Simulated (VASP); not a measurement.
A run of VASP 6.6.1 is set up as follows.

The input INCAR:

```
PREC = Accurate
ENCUT = 600
EDIFF = 1E-6
ISMEAR = 0
SIGMA = 0.05
LREAL = False
LASPH = True
NELM = 120
ALGO = Normal
ISIF = 2
LWAVE = False
LCHARG = True
GGA = RP
IVDW = 13
LELF = True
LVHAR = True
NBANDS = 11
GGA_COMPAT = False
```

KPOINTS

```
regular mesh
0
Gamma
  8 8 8
```

The input POSCAR:

```
BeTe
1.0
    0.0000000000      2.8164017354      2.8164017354
    2.8164017354      0.0000000000      2.8164017354
    2.8164017354      2.8164017354      0.0000000000
Be Te
1 1
Direct
    0.0000000000      0.0000000000      0.0000000000
    0.7500000000      0.7500000000      0.7500000000
```

Potentials or basis: VASP PAW PBE potentials, release 64 (Be, Te).

Run with:

```console
$ cat potpaw_PBE.64/Be/POTCAR potpaw_PBE.64/Te/POTCAR > POTCAR
$ mpirun -np 1 vasp_std > vasp.out
```

Question: Estimate the pressure.

Answer: -2.2 GPa.

Question: What does it give for the dispersion energy per atom?

Answer: -0.612 eV.

Question: Estimate the band gap on the k mesh.

Answer: 2.07 eV, indirect (least direct gap 3.63 eV).

Caveat: the PAW data sets were made with another functional, which shifts forces and pressure a little; spin-orbit coupling is left out, which moves the levels of the heavy elements. A k mesh can miss the band edges.
